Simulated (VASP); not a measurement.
# Sn2TeS3 (P4/mmm) in VASP: relaxation of cell and atoms with PBE

Aim: the relaxation of cell and atoms of Sn2TeS3 with PBE.

Program: VASP 6.6.1. These are calculated values, not measurements. Logs are shortened: lines on timing, memory, paths and dates and some standing lists are left out, and cuts for length are marked.

### Step 1. The cell of the first run

It takes space group P4/mmm (No. 123, tetragonal). The conventional cell has a = 3.509 Å, b = 3.509 Å, c = 10.690 Å, α = 90.00°, β = 90.00°, γ = 90.00°. Sn (site symmetry 4mm) has 8 S at 2.98 to 3.08 Å and 5 Sn at 3.51 to 3.63 Å and 1 Te at 3.53 Å within 3.9 Å. Within 4.1 Å of Te (site symmetry 4/mmm) lie 8 S at 3.11 Å and 4 Te at 3.51 Å and 2 Sn at 3.53 Å. S (site symmetry 4mm) has 4 Sn at 2.98 Å and 4 Te at 3.11 Å and 6 S at 3.46 to 3.76 Å within 3.9 Å. Within 4.0 Å of S (site symmetry 4/mmm) lie 8 Sn at 3.08 Å and 6 S at 3.46 to 3.51 Å.

The cell was generated, and may not be a known phase.

### Step 2. Relaxation of cell and atoms, PBE

Input file INCAR:

```
PREC = Accurate ; ENCUT = 600
EDIFF = 1E-7 ; ISMEAR = 0
SIGMA = 0.1 ; LREAL = F
LASPH = T ; NELM = 100
ALGO = Normal ; ISIF = 3
LWAVE = F ; LCHARG = F
GGA = PE ; IBRION = 2
NSW = 100 ; EDIFFG = -0.01
```

Input file KPOINTS:

```
Automatic mesh
0
Gamma
  10 10 4
```

Input file POSCAR:

```
Sn2TeS3
1.0
    3.5088421339      0.0000000000      0.0000000000
    0.0000000000      3.5088421339      0.0000000000
    0.0000000000      0.0000000000     10.6900613199
Sn Te S
2 1 3
Direct
    0.0000000000      0.0000000000      0.3300282148
    0.0000000000      0.0000000000      0.6699717852
    0.0000000000      0.0000000000      0.0000000000
    0.5000000000      0.5000000000      0.1758683335
    0.5000000000      0.5000000000      0.5000000000
    0.5000000000      0.5000000000      0.8241316665
```

Potentials or basis: VASP PAW PBE potentials, release 64 (Sn_d, Te, S).

Command:

```console
$ cat potpaw_PBE.64/Sn_d/POTCAR potpaw_PBE.64/Te/POTCAR potpaw_PBE.64/S/POTCAR > POTCAR
$ mpirun -np 1 vasp_std > vasp.out
```

OUTCAR:

```text
PREC = Accurate
   ENCUT = 600
   EDIFF = 1E-7
   ISMEAR = 0
   LREAL = F
   LASPH = T
   NELM = 100
   ISIF = 3
   GGA = PE
   IBRION = 2
   NSW = 100
   EDIFFG = -0.01

 ion  position               nearest neighbor table
   1  0.000  0.000  0.330-   4 2.98   4 2.98   4 2.98   4 2.98   5 3.08   5 3.08   5 3.08   5 3.08
                             3 3.53   2 3.63
   2  0.000  0.000  0.670-   6 2.98   6 2.98   6 2.98   6 2.98   5 3.08   5 3.08   5 3.08   5 3.08
                             3 3.53   1 3.63
   3  0.000  0.000  0.000-   4 3.11   6 3.11   4 3.11   6 3.11   4 3.11   6 3.11   4 3.11   6 3.11
                             1 3.53   2 3.53
   4  0.500  0.500  0.176-   1 2.98   1 2.98   1 2.98   1 2.98   3 3.11   3 3.11   3 3.11   3 3.11

   5  0.500  0.500  0.500-   1 3.08   2 3.08   1 3.08   2 3.08   1 3.08   2 3.08   1 3.08   2 3.08

   6  0.500  0.500  0.824-   2 2.98   2 2.98   2 2.98   2 2.98   3 3.11   3 3.11   3 3.11   3 3.11

  LATTYP: Found a simple tetragonal cell.
 ALAT       =     3.5088421339
 C/A-ratio  =     3.0466065192

  Lattice vectors:

 A1 = (   3.5088421339,   0.0000000000,   0.0000000000)
 A2 = (   0.0000000000,   3.5088421339,   0.0000000000)
 A3 = (   0.0000000000,   0.0000000000,  10.6900613199)

Analysis of symmetry for initial positions (statically):
=====================================================================
 Subroutine PRICEL returns:
 Original cell was already a primitive cell.

 Routine SETGRP: Setting up the symmetry group for a
 simple tetragonal supercell.

 Subroutine GETGRP returns: Found 16 space group operations
 (whereof 16 operations were pure point group operations)
 out of a pool of 16 trial point group operations.

The static configuration has the point symmetry D_4h.

Analysis of symmetry for dynamics (positions and initial velocities):
=====================================================================
 Subroutine PRICEL returns:
 Original cell was already a primitive cell.

 Routine SETGRP: Setting up the symmetry group for a
 simple tetragonal supercell.

 Subroutine GETGRP returns: Found 16 space group operations
 (whereof 16 operations were pure point group operations)
 out of a pool of 16 trial point group operations.

The dynamic configuration has the point symmetry D_4h.

 Subroutine INISYM returns: Found 16 space group operations
 (whereof 16 operations are pure point group operations),
 and found     1 'primitive' translations

----------------------------------------------------------------------------------------

                                     Primitive cell

  volume of cell :     131.6157

  direct lattice vectors                    reciprocal lattice vectors
     3.508842134  0.000000000  0.000000000     0.284994298  0.000000000  0.000000000
     0.000000000  3.508842134  0.000000000     0.000000000  0.284994298  0.000000000
     0.000000000  0.000000000 10.690061320     0.000000000  0.000000000  0.093544833

  length of vectors
     3.508842134  3.508842134 10.690061320     0.284994298  0.284994298  0.093544833

  position of ions in fractional coordinates (direct lattice)
     0.000000000  0.000000000  0.330028215
     0.000000000  0.000000000  0.669971785
     0.000000000  0.000000000  0.000000000
     0.500000000  0.500000000  0.175868333
     0.500000000  0.500000000  0.500000000
     0.500000000  0.500000000  0.824131667

  ion indices of the primitive-cell ions
   primitive index   ion index
                 1           1
                 2           2
                 3           3
                 4           4
                 5           5
                 6           6

----------------------------------------------------------------------------------------

 KPOINTS: Automatic mesh

Automatic generation of k-mesh.
 Grid dimensions read from file:
 generate k-points for:   10   10    4

 Generating k-lattice:

  Cartesian coordinates                     Fractional coordinates (reciprocal lattice)
     0.028499430  0.000000000  0.000000000     0.100000000  0.000000000  0.000000000
     0.000000000  0.028499430  0.000000000     0.000000000  0.100000000  0.000000000
     0.000000000  0.000000000  0.023386208     0.000000000  0.000000000  0.250000000

  Length of vectors
     0.028499430  0.028499430  0.023386208

  Shift w.r.t. Gamma in fractional coordinates (k-lattice)
     0.000000000  0.000000000  0.000000000

 Subroutine IBZKPT returns following result:
 ===========================================

 Found     63 irreducible k-points:

 Following reciprocal coordinates:
            Coordinates               Weight
  0.000000  0.000000  0.000000      1.000000
  0.100000  0.000000  0.000000      4.000000
  0.200000  0.000000  0.000000      4.000000
  0.300000  0.000000  0.000000      4.000000
  0.400000  0.000000  0.000000      4.000000
  0.500000  0.000000  0.000000      2.000000
[... 16 lines left out ...]
  0.100000  0.000000  0.250000      8.000000
  0.200000  0.000000  0.250000      8.000000
 [... further k-points ...]
   k-points           NKPTS =     63   k-points in BZ     NKDIM =     63   number of bands    NBANDS=     31
   number of dos      NEDOS =    301   number of ions     NIONS =      6
   total plane-waves  NPLWV =  70560
   dimension x,y,z NGX =    28 NGY =   28 NGZ =   90
   dimension x,y,z NGXF=    56 NGYF=   56 NGZF=  180
   ions per type =               2   1   3
   NGX,Y,Z   is equivalent  to a cutoff of  13.27, 13.27, 14.00 a.u.
   NGXF,Y,Z  is equivalent  to a cutoff of  26.53, 26.53, 27.99 a.u.
 SYSTEM =  unknown system
   PREC   = accura    normal or accurate (medium, high low for compatibility)
   ISTART =      0    job   : 0-new  1-cont  2-samecut
   ICHARG =      2    charge: 1-file 2-atom 10-const
   ISPIN  =      1    spin polarized calculation?
   LNONCOLLINEAR =      F non collinear calculations
   LSORBIT =      F    spin-orbit coupling
   LASPH  =      T    aspherical Exc in radial PAW
   ENCUT  =  600.0 eV  44.10 Ry    6.64 a.u.   7.01  7.01 21.35*2*pi/ulx,y,z
   NELM   =    100;   NELMIN=  2; NELMDL= -5     # of ELM steps
   EDIFF  = 0.1E-06   stopping-criterion for ELM
   LREAL  =      F    real-space projection
   EDIFFG = -.1E-01   stopping-criterion for IOM
   NSW    =    100    number of steps for IOM
   IBRION =      2    ionic relax: 0-MD 1-quasi-New 2-CG
   NFREE  =      1    steps in history (QN), initial steepest desc. (CG)
   ISIF   =      3    stress and relaxation
   ISYM   =      2    0-nonsym 1-usesym 2-fastsym
   POTIM  = 0.5000    time-step for ionic-motion
   TEBEG  =    0.0;   TEEND  =   0.0 temperature during run
   PSTRESS=    0.0 pullay stress
   NELECT =      52.0000    total number of electrons
   NUPDOWN=      -1.0000    fix difference up-down
   EMIN   =  10.00;   EMAX   =-10.00  energy-range for DOS
   EFERMI =   0.00;   METHOD = LEGACY
   ISMEAR =     0;   SIGMA  =   0.10  broadening in eV -4-tet -1-fermi 0-gaus
   EFERMI_NEDOS =   21; number of points for ismear=-14 and -15
   IALGO  =     38    algorithm
   IMIX   =      4    mixing-type and parameters
     AMIX     =   0.40;   BMIX     =  1.00
     AMIX_MAG =   1.60;   BMIX_MAG =  1.00
  volume/ion in A,a.u.               =      21.94       148.03
  Fermi-wavevector in a.u.,A,eV,Ry     =   1.201268  2.270068 19.633824  1.443045
  Thomas-Fermi vector in A             =   2.337082
   LORBIT       =      0    0 simple, 1 ext, 2 COOP (PROOUT), +10 PAW based schemes
   GGA     = PE    functional components
   LHFCALC =     F    Hartree Fock is set to
   AEXX    =    0.0000 exact exchange contribution
   IVDW    =     0    specifies the selected vdW correction
   LEPSILON=     F    determine dielectric tensor
   LRPA    =     F    only Hartree local field effects (RPA)
 conjugate gradient relaxation of ions
 non-spin polarized calculation
 Gauss-broadening in eV      SIGMA  =   0.10
  energy-cutoff  :      600.00
  volume of cell :      131.62
 maximum number of plane-waves:      4424
   NGX = 15   NGY = 15   NGZ = 43

--------------------------------------- Ionic step        1  -------------------------------------------

 number of electron      52.0000002 magnetization

 Free energy of the ion-electron system (eV)
  ---------------------------------------------------
  ext. energy  EPLUGINS =         0.00000000
  ---------------------------------------------------
  free energy    TOTEN  =       -22.70046557 eV

  energy without entropy =      -22.68597507  energy(sigma->0) =      -22.69322032

------------------------ aborting loop because EDIFF is reached ----------------------------------------

  FORCE on cell =-STRESS in cart. coord.  units (eV):
  Direction    XX          YY          ZZ          XY          YZ          ZX
  --------------------------------------------------------------------------------------
  -------------------------------------------------------------------------------------
  Total       -0.0924831     -0.0924831     -0.2638317      0.0000000      0.0000000     -0.0000000
  in kB       -1.1258100     -1.1258100     -3.2116610      0.0000000      0.0000000     -0.0000000
  external PRESSURE =      -1.8210936 kB  Pullay stress =       0.0000000 kB
[... 101 lines left out ...]
  FREE ENERGIE OF THE ION-ELECTRON SYSTEM (eV)
  ---------------------------------------------------
  free  energy   TOTEN  =       -22.7018682942 eV

  energy  without entropy=      -22.6879922934  energy(sigma->0) =      -22.69493029

[... ionic steps 4 to 7 ...]

--------------------------------------- Ionic step        8  -------------------------------------------

 number of electron      52.0000006 magnetization

------------------------ aborting loop because EDIFF is reached ----------------------------------------
[... 75 lines left out ...]
--------------------------------------- Ionic step       10  -------------------------------------------

 number of electron      52.0000004 magnetization

 Free energy of the ion-electron system (eV)
  ---------------------------------------------------
  ext. energy  EPLUGINS =         0.00000000
  ---------------------------------------------------
  free energy    TOTEN  =       -22.70289387 eV

  energy without entropy =      -22.68899481  energy(sigma->0) =      -22.69594434

 E-fermi :   7.5998     XC(G=0): -10.5178

 val. band max:        7.5989691450   @ k =   0.4000   0.2000   0.5000
 cond. band min:       7.6166362439   @ k =   0.3000   0.3000   0.0000
 fundamental gap:      0.0176670988
 Fermi energy:         7.5998083590

 k-point     1 :       0.0000    0.0000    0.0000
  band No.  band energies     occupation
      1     -14.0009      2.00000
      2     -13.9989      2.00000
      3     -13.9780      2.00000
      4     -13.9410      2.00000
      5     -13.9087      2.00000
      6     -13.9087      2.00000
[... 805 lines left out ...]
     30      10.9236      0.00000
     31      11.9102      0.00000

 [... further k-points ...]

------------------------ aborting loop because EDIFF is reached ----------------------------------------

  FORCE on cell =-STRESS in cart. coord.  units (eV):
  Direction    XX          YY          ZZ          XY          YZ          ZX
  --------------------------------------------------------------------------------------
  -------------------------------------------------------------------------------------
  Total        0.0515485      0.0515485      0.0346828      0.0000000      0.0000000      0.0000000
  in kB        0.6299851      0.6299851      0.4238657      0.0000000      0.0000000      0.0000000
  external PRESSURE =       0.5612787 kB  Pullay stress =       0.0000000 kB
[... 21 lines left out ...]
  FREE ENERGIE OF THE ION-ELECTRON SYSTEM (eV)
  ---------------------------------------------------
  free  energy   TOTEN  =       -22.7028938719 eV

  energy  without entropy=      -22.6889948100  energy(sigma->0) =      -22.69594434

 reached required accuracy - stopping structural energy minimisation
```

Wall time 41 min (1 thread of AMD EPYC 7R13, shared host); peak memory 0.44 GiB.

What came out:

* Free energy: -22.7029 eV
* Relaxed volume: 21.85 Å³/atom
* Relaxed cell: a = 3.506 Å, b = 3.506 Å, c = 10.667 Å, α = 90.00°, β = 90.00°, γ = 90.00°
* Space group after relaxing (to 0.1 Å): P4/mmm (No. 123)
* Energy gained by relaxing: 0.4 meV/atom
* Ionic steps: 10
* Pressure after relaxing: 0.1 GPa
* Largest force after relaxing: 0.006 eV/Å
* Band gap on the k mesh: zero (bands 26 and 27 overlap by 3.17 eV)

Forces on the atoms (eV/Å):
```
Sn   0.000  0.000 -0.002
Sn   0.000  0.000  0.002
Te   0.000  0.000  0.000
S    0.000  0.000  0.006
S    0.000  0.000  0.000
S    0.000  0.000 -0.006
```

The path:
```tsv
step	energy change (eV)	largest force (eV/Å)	pressure (GPa)	volume (Å³)
1	0.0000	0.0919	-0.18	131.62
2	-0.0012	0.0693	0.03	131.14
3	-0.0014	0.0524	0.19	130.79
4	-0.0021	0.0195	0.06	131.05
5	-0.0022	0.0170	-0.01	131.19
6	-0.0023	0.0148	-0.01	131.20
7	-0.0024	0.0128	-0.01	131.22
8	-0.0024	0.0124	-0.01	131.22
9	-0.0024	0.0102	0.01	131.18
10	-0.0024	0.0059	0.06	131.10
```

Final structure:
```
Sn Te S
1.0
     3.50570    0.00000    0.00000
     0.00000    3.50570    0.00000
     0.00000    0.00000   10.66709
Sn Te S
2 1 3
Cartesian
  3.5057 0.0000 3.5383
  0.0000 3.5057 7.1287
  0.0000 0.0000 10.6671
  1.7529 1.7529 1.8890
  1.7529 1.7529 5.3335
  1.7529 1.7529 8.7781
```

Levels at points of the mesh, in eV from the Fermi level:
| k point | band 22 | band 23 | band 24 | band 25 | band 26 | band 27 | band 28 | band 29 | band 30 | band 31 |
| --- | --- | --- | --- | --- | --- | --- | --- | --- | --- | --- |
| (0.00, 0.00, 0.00) | -1.72 | -1.55 | -1.40 | -1.40 | 1.28 | 1.45 | 1.45 | 1.66 | 4.14 | 4.23 |
| (0.50, 0.00, 0.00) | -1.17 | -1.12 | -0.99 | -0.66 | 0.05 | 0.85 | 0.99 | 2.37 | 3.09 | 3.90 |
| (0.50, 0.50, 0.00) | -4.37 | -2.94 | -2.92 | -1.51 | -1.45 | -1.45 | -0.81 | 0.06 | 0.29 | 0.29 |
| (0.00, 0.00, 0.50) | -2.05 | -1.08 | -1.08 | -0.57 | -0.11 | 1.28 | 1.28 | 3.28 | 3.65 | 4.24 |
| (0.50, 0.00, 0.50) | -1.49 | -1.14 | -1.05 | -0.64 | 0.28 | 0.86 | 1.48 | 1.62 | 3.59 | 3.63 |
| (0.50, 0.50, 0.50) | -3.44 | -3.44 | -2.35 | -2.35 | -2.30 | -1.88 | -1.43 | 1.50 | 1.50 | 1.63 |

Caveat: spin-orbit coupling is left out, which moves the levels of the heavy elements.
